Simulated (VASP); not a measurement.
**Mo: single point with r2SCAN**

Mo:

```
Mo
1.0
     0.00000    2.69977    2.69977
     2.69977    0.00000    2.69977
     2.69977    2.69977    0.00000
Mo
2
Cartesian
  0.0000 0.0000 0.0000
  1.3499 1.3499 1.3499
```

* Program: VASP 6.6.1
* Task: single point
* Functional: r2SCAN
* Potentials or basis: VASP PAW PBE potentials, release 64 (Mo_sv)
* Cutoff: 520 eV
* k mesh: 6 × 6 × 6
* Occupations: fermi-dirac, width 0.1 eV
* Spin: no spin polarisation
* Dipole correction: no
* Further INCAR settings: ALGO = Normal; EDIFF = 1e-06; NBANDS = 21

```json
{"Pressure": "21.5 GPa", "Band gap on the k mesh": "zero (band 14 reaches 9.19 eV, above the bottom of band 15 at 8.66 eV)"}
```

Levels at points of the mesh, in eV from the Fermi level:
```tsv
k point	band 10	band 11	band 12	band 13	band 14	band 15	band 16	band 17	band 18	band 19
(0.00, 0.00, 0.00)	-3.04	-3.04	-1.74	-1.74	-1.74	1.55	1.55	1.55	5.44	5.44
(0.50, 0.00, 0.00)	-2.71	-2.71	-2.35	-2.19	-2.19	0.63	2.81	2.81	4.43	4.43
(0.50, 0.50, 0.00)	-4.03	-2.16	-2.16	0.38	0.38	0.44	0.44	4.78	4.78	5.96
```

It took 38 s on 1 thread of AMD EPYC 9R45 96-Core Processor (Zen 5), with other jobs on the host, peak memory 0.13 GiB.

Caveat: the PAW data sets were made with another functional, which shifts forces and pressure a little.
